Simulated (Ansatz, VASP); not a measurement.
**Two plane-wave programs on Si2W**

```
Si W
1.0
    -1.59249    1.59249    3.87984
     1.59249   -1.59249    3.87984
     1.59249    1.59249   -3.87984
Si W
2 1
Direct
  0.33470 0.33470 0.00000
  0.66530 0.66530 0.00000
  0.00000 0.00000 0.00000
```

Alike in both runs: task single point; functional LDA; k mesh 13 × 13 × 13; no spin polarisation.

|  | VASP | Ansatz |
| --- | --- | --- |
| version | VASP 6.6.1 | Ansatz 0.2.0 |
| potentials or method | VASP PAW LDA potentials, release 64 (Si, W_sv), cutoff 520 eV | plane waves, PAW |
| occupations | methfessel-paxton of order 1, width 0.1 eV | cold, width 0.1 eV |
| valence electrons in the cell | 22 | 22 |

Ansatz gave:

* pressure (GPa): 0.5
* traceless stress, the component that is largest in VASP (GPa): 0.49

Q: What did VASP give for the same quantities?

A: Pressure (GPa): 1.3; traceless stress, the component that is largest in VASP (GPa): 0.55.

LDA's correlation is that of Perdew and Zunger in VASP and of Perdew and Wang (1992) in Ansatz.

Spin-orbit coupling is off throughout.
